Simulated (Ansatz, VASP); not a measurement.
# Two plane-wave programs on SnO2

The input INCAR:

```
ALGO = Normal
EDIFF = 1E-6
ENCUT = 520
ISIF = 2
ISMEAR = -1
LASPH = True
LCHARG = True
LELF = True
LREAL = False
LVHAR = True
LWAVE = False
NBANDS = 20
NELM = 80
PREC = Accurate
SIGMA = 0.05
```

File KPOINTS:

```
k-points
0
Gamma
  10 10 10
```

File POSCAR:

```
SnO2
1.0
    1.6278026130      0.9398122768      4.8323855144
   -1.6278026130      0.9398122768      4.8323855144
    0.0000000000     -1.8796245536      4.8323855144
Sn O
1 2
Direct
    0.5000000000      0.5000000000      0.5000000000
    0.7628300000      0.7628300000      0.7628300000
    0.2371700000      0.2371700000      0.2371700000
```

input.yaml

```yaml
crystal:
  lattice:
    - [1.627802613, 0.9398122768, 4.8323855144]
    - [-1.627802613, 0.9398122768, 4.8323855144]
    - [0.0, -1.8796245536, 4.8323855144]
  atoms:
    - { symbol: Sn, position: [0.5, 0.5, 0.5] }
    - { symbol: O, position: [0.76283, 0.76283, 0.76283] }
    - { symbol: O, position: [0.23717, 0.23717, 0.23717] }
hamiltonian:
  xc: lda
  pseudopotentials: { kind: paw }
kpoints:
  mp_grid: { grid: [10, 10, 10] }
scf:
  occupations: { method: fermi_dirac, width: 0.05 }
output:
  forces: true
  stress: true
  eigenvalues: true
```

Alike in both runs: task single point; functional LDA; k mesh 10 × 10 × 10; occupations fermi-dirac, width 0.05 eV; no spin polarisation.

|  | VASP | Ansatz |
| --- | --- | --- |
| version | VASP 6.6.1 | Ansatz 0.2.0 |
| potentials or method | VASP PAW LDA potentials, release 64 (Sn_d, O) | Ansatz PAW |
| plane-wave cutoff (eV) | 520 | 420 |
| valence electrons in the cell | 26 | 26 |

```tsv
	VASP	Ansatz	Ansatz less VASP
gap on the k mesh at the Fermi level (eV)	1.65	1.65	+0.003
least direct gap on the mesh (eV)	1.76	1.76	-0.003
pressure (GPa)	-10.9	-11.5	-0.61
traceless stress, the component that is largest in VASP (GPa)	2.33	2.78	+0.449
rms of the force components (eV/Å)	0.380	0.406	+0.0259
```

LDA's correlation is that of Perdew and Zunger in VASP and of Perdew and Wang (1992) in Ansatz. Atom by atom the forces differ by 0.026 eV/Å (rms over components).
